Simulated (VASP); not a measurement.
# NbRh (P4/mmm) in VASP: vibrations by perturbation theory with LDA

Aim: the vibrations by perturbation theory of NbRh with LDA.

Everything below comes from runs of VASP 6.6.1. Logs are shortened: lines on timing, memory, paths and dates and some standing lists are left out, and cuts for length are marked.

### Step 1. The cell of the first run

It takes space group P4/mmm (No. 123, tetragonal). Conventional cell: a = 2.788 Å, b = 2.788 Å, c = 3.792 Å, α = 90.00°, β = 90.00°, γ = 90.00°. Nb (site symmetry 4/mmm) has 8 Rh at 2.74 Å and 4 Nb at 2.79 Å within 3.6 Å. Rh (site symmetry 4/mmm) has 8 Nb at 2.74 Å and 4 Rh at 2.79 Å within 3.6 Å.

### Step 2. Vibrations by perturbation theory, LDA (14.74 Å³/atom)

INCAR

```
PREC = Accurate ; ENCUT = 520
EDIFF = 1E-8 ; ISMEAR = -1
SIGMA = 0.15 ; LREAL = F
LASPH = T ; NELM = 60
ALGO = Normal ; ISIF = 2
LWAVE = F ; LCHARG = F
NBANDS = 21 ; IBRION = 8
NSW = 1
```

KPOINTS

```
Automatic mesh
0
Gamma
  14 14 12
```

POSCAR

```
NbRh
1.0
    2.7877964914      0.0000000000      0.0000000000
    0.0000000000      2.7877964914      0.0000000000
    0.0000000000      0.0000000000      3.7921702297
Nb Rh
1 1
Direct
    0.0000000000      0.0000000000      0.0000000000
    0.5000000000      0.5000000000      0.5000000000
```

Potentials or basis: VASP PAW LDA potentials, release 64 (Nb_sv, Rh_pv).

Started as:

```console
$ cat potpaw_LDA.64/Nb_sv/POTCAR potpaw_LDA.64/Rh_pv/POTCAR > POTCAR
$ mpirun -np 1 vasp_std > vasp.out
```

OUTCAR:

```text
PREC = Accurate
   ENCUT = 520
   EDIFF = 1E-8
   ISMEAR = -1
   LREAL = F
   LASPH = T
   NELM = 60
   ISIF = 2
   IBRION = 8
   NSW = 1

 ion  position               nearest neighbor table
   1  0.000  0.000  0.000-   2 2.74   2 2.74   2 2.74   2 2.74   2 2.74   2 2.74   2 2.74   2 2.74

   2  0.500  0.500  0.500-   1 2.74   1 2.74   1 2.74   1 2.74   1 2.74   1 2.74   1 2.74   1 2.74

  LATTYP: Found a simple tetragonal cell.
 ALAT       =     2.7877964914
 C/A-ratio  =     1.3602751282

  Lattice vectors:

 A1 = (   2.7877964914,   0.0000000000,   0.0000000000)
 A2 = (   0.0000000000,   2.7877964914,   0.0000000000)
 A3 = (   0.0000000000,   0.0000000000,   3.7921702297)

Analysis of symmetry for initial positions (statically):
=====================================================================
 Subroutine PRICEL returns:
 Original cell was already a primitive cell.

 Routine SETGRP: Setting up the symmetry group for a
 simple tetragonal supercell.

 Subroutine GETGRP returns: Found 16 space group operations
 (whereof 16 operations were pure point group operations)
 out of a pool of 16 trial point group operations.

The static configuration has the point symmetry D_4h.

Analysis of symmetry for dynamics (positions and initial velocities):
=====================================================================
 Subroutine PRICEL returns:
 Original cell was already a primitive cell.

 Routine SETGRP: Setting up the symmetry group for a
 simple tetragonal supercell.

 Subroutine GETGRP returns: Found 16 space group operations
 (whereof 16 operations were pure point group operations)
 out of a pool of 16 trial point group operations.

The dynamic configuration has the point symmetry D_4h.

 Subroutine INISYM returns: Found 16 space group operations
 (whereof 16 operations are pure point group operations),
 and found     1 'primitive' translations

----------------------------------------------------------------------------------------

                                     Primitive cell

  volume of cell :      29.4720

  direct lattice vectors                    reciprocal lattice vectors
     2.787796491  0.000000000  0.000000000     0.358706241  0.000000000  0.000000000
     0.000000000  2.787796491  0.000000000     0.000000000  0.358706241  0.000000000
     0.000000000  0.000000000  3.792170230     0.000000000  0.000000000  0.263701242

  length of vectors
     2.787796491  2.787796491  3.792170230     0.358706241  0.358706241  0.263701242

  position of ions in fractional coordinates (direct lattice)
     0.000000000  0.000000000  0.000000000
     0.500000000  0.500000000  0.500000000

  ion indices of the primitive-cell ions
   primitive index   ion index
                 1           1
                 2           2

----------------------------------------------------------------------------------------

 KPOINTS: Automatic mesh

Automatic generation of k-mesh.
 Grid dimensions read from file:
 generate k-points for:   14   14   12

 Generating k-lattice:

  Cartesian coordinates                     Fractional coordinates (reciprocal lattice)
     0.025621874  0.000000000  0.000000000     0.071428571  0.000000000  0.000000000
     0.000000000  0.025621874  0.000000000     0.000000000  0.071428571  0.000000000
     0.000000000  0.000000000  0.021975104     0.000000000  0.000000000  0.083333333

  Length of vectors
     0.025621874  0.025621874  0.021975104

[... 68 lines left out ...]
   ISMEAR =    -1;   SIGMA  =   0.15  broadening in eV -4-tet -1-fermi 0-gaus
   EFERMI_NEDOS =   21; number of points for ismear=-14 and -15
   IALGO  =     38    algorithm
   IMIX   =      4    mixing-type and parameters
     AMIX     =   0.40;   BMIX     =  1.00
     AMIX_MAG =   1.60;   BMIX_MAG =  1.00
  volume/ion in A,a.u.               =      14.74        99.44
  Fermi-wavevector in a.u.,A,eV,Ry     =   1.609376  3.041280 35.240329  2.590091
  Thomas-Fermi vector in A             =   2.705096
   LORBIT       =      0    0 simple, 1 ext, 2 COOP (PROOUT), +10 PAW based schemes
   GGA     = CA    functional components
   LHFCALC =     F    Hartree Fock is set to
   AEXX    =    0.0000 exact exchange contribution
   IVDW    =     0    specifies the selected vdW correction
   LEPSILON=     F    determine dielectric tensor
   LRPA    =     F    only Hartree local field effects (RPA)
 non-spin polarized calculation
  energy-cutoff  :      520.00
  volume of cell :       29.47
 maximum number of plane-waves:       812
 NGX is ok and might be reduce to    24
   NGX = 11   NGY = 11   NGZ = 15

--------------------------------------- Ionic step        1  -------------------------------------------

 number of electron      28.0000006 magnetization

 Free energy of the ion-electron system (eV)
  ---------------------------------------------------
  ext. energy  EPLUGINS =         0.00000000
  ---------------------------------------------------
  free energy    TOTEN  =       -20.84917803 eV

  energy without entropy =      -20.72852586  energy(sigma->0) =      -20.78885194

 E-fermi :  12.6311     XC(G=0): -13.8599

 val. band max:       12.6242087642   @ k =   0.5000   0.1429   0.3333
 cond. band min:      12.6399152975   @ k =   0.4286   0.4286   0.0000
 fundamental gap:      0.0157065333
 Fermi energy:        12.6311313426

 k-point     1 :       0.0000    0.0000    0.0000
  band No.  band energies     occupation
      1     -41.8704      2.00000
      2     -33.7339      2.00000
      3     -33.4700      2.00000
      4     -33.4700      2.00000
      5     -18.1126      2.00000
      6     -17.4864      2.00000
[... 565 lines left out ...]
     20      25.3479      0.00000
     21      25.4456      0.00000

 [... further k-points ...]
[... 5 lines left out ...]
  --------------------------------------------------------------------------------------
  -------------------------------------------------------------------------------------
  Total        1.0507596      1.0507596      1.0639049      0.0000000      0.0000000      0.0000000
  in kB       57.1220762     57.1220762     57.8366913      0.0000000      0.0000000      0.0000000
  external PRESSURE =      57.3602813 kB  Pullay stress =       0.0000000 kB

 VOLUME and BASIS-vectors are now :
 -----------------------------------------------------------------------------
  energy-cutoff  :      520.00
  volume of cell :       29.47
      direct lattice vectors                 reciprocal lattice vectors
     2.787796491  0.000000000  0.000000000     0.358706241  0.000000000  0.000000000
     0.000000000  2.787796491  0.000000000     0.000000000  0.358706241  0.000000000
     0.000000000  0.000000000  3.792170230     0.000000000  0.000000000  0.263701242

 POSITION                                       TOTAL-FORCE (eV/Angst)
 -----------------------------------------------------------------------------------
      0.00000      0.00000      0.00000         0.000000      0.000000      0.000000
      1.39390      1.39390      1.89609         0.000000      0.000000      0.000000
 -----------------------------------------------------------------------------------
    total drift:                                0.000000      0.000000     -0.000000

  FREE ENERGIE OF THE ION-ELECTRON SYSTEM (eV)
  ---------------------------------------------------
  free  energy   TOTEN  =       -20.8491780257 eV

  energy  without entropy=      -20.7285258625  energy(sigma->0) =      -20.78885194

[... ionic steps 2 to 3 ...]

--------------------------------------- Ionic step        4  -------------------------------------------

------------------------ aborting loop because EDIFF is reached ----------------------------------------
[... 11 lines left out ...]
[... ionic steps 8 to 8 ...]

--------------------------------------- Ionic step        9  -------------------------------------------

 Free energy of the ion-electron system (eV)
  ---------------------------------------------------
  ---------------------------------------------------
  free energy    TOTEN  =        -0.55414375 eV

  energy without entropy =       -0.55414374

------------------------ aborting loop because EDIFF is reached ----------------------------------------

 INTERNAL STRAIN TENSOR  FOR ION    2  DIRECTION 3   (eV/Angst):
 -----------------------------------------------------------------------------
    -0.00792  0.00000  0.00000
     0.00000 -0.00792  0.00000
     0.00000 -0.00000  0.00822

 INTERNAL STRAIN TENSOR FOR ION    2 for displacements in x,y,z  (eV/Angst):
          X           Y           Z          XY          YZ          ZX
  --------------------------------------------------------------------------------
  x     0.00000     0.00000     0.00000     0.00000     0.00000     0.00000
  y     0.00000     0.00000     0.00000     0.00000     0.00000     0.00000
  z     0.00000     0.00000     0.00000     0.00000     0.00000     0.00000

 SECOND DERIVATIVES (NOT SYMMETRIZED)
 ------------------------------------
               1X          1Y          1Z          2X          2Y          2Z
  1X    -5.083430    0.000000    0.000000    5.083430    0.000000    0.000000
  1Y     0.000000   -5.083430    0.000000    0.000000    5.083430    0.000000
  1Z     0.000000    0.000000  -10.137609    0.000000    0.000000   10.137609
  2X     5.084875    0.000000    0.000000   -5.084875    0.000000    0.000000
  2Y     0.000000    5.084875    0.000000    0.000000   -5.084875    0.000000
  2Z    -0.000000    0.000000   10.164258    0.000000   -0.000000  -10.164258

 Eigenvectors and eigenvalues of the dynamical matrix
 ----------------------------------------------------

   1 f  =    7.127903 THz    44.785934 2PiTHz  237.761244 cm-1    29.478624 meV
             X         Y         Z           dx          dy          dz
      0.000000  0.000000  0.000000     0.000000   -0.000000   -0.724479
      1.393898  1.393898  1.896085    -0.000000    0.000000    0.689297
[... 21 lines left out ...]
   6 f/i=    0.004672 THz     0.029357 2PiTHz    0.155853 cm-1     0.019323 meV
             X         Y         Z           dx          dy          dz
      0.000000  0.000000  0.000000     0.000000   -0.000000   -0.689297
      1.393898  1.393898  1.896085    -0.000000    0.000000   -0.724479

--------------------------------------------------------------------------------------------------------

 ELASTIC MODULI CONTR FROM IONIC RELAXATION (kBar)
 Direction    XX          YY          ZZ          XY          YZ          ZX
 --------------------------------------------------------------------------------
 XX           0.0000      0.0000      0.0000      0.0000      0.0000      0.0000
 YY           0.0000      0.0000      0.0000      0.0000      0.0000      0.0000
 ZZ           0.0000      0.0000      0.0000      0.0000      0.0000      0.0000
 XY           0.0000      0.0000      0.0000      0.0000      0.0000      0.0000
 YZ           0.0000      0.0000      0.0000      0.0000      0.0000      0.0000
 ZX           0.0000      0.0000      0.0000      0.0000      0.0000      0.0000
 --------------------------------------------------------------------------------
```

Run time: 50 min. Hardware: 1 thread of Oxide Virtual Turin-like, shared host; peak memory 0.61 GiB.

What came out:

```yaml
Highest_phonon_frequency_at_Γ: 238 cm⁻¹
```

Phonon frequencies in cm⁻¹ (negative: imaginary):
| q point | frequencies |
| --- | --- |
| (0.000, 0.000, 0.000) | 0 0 0 168 168 238 |

Caveat: the cell stands under pressure or tension, which shifts response properties.
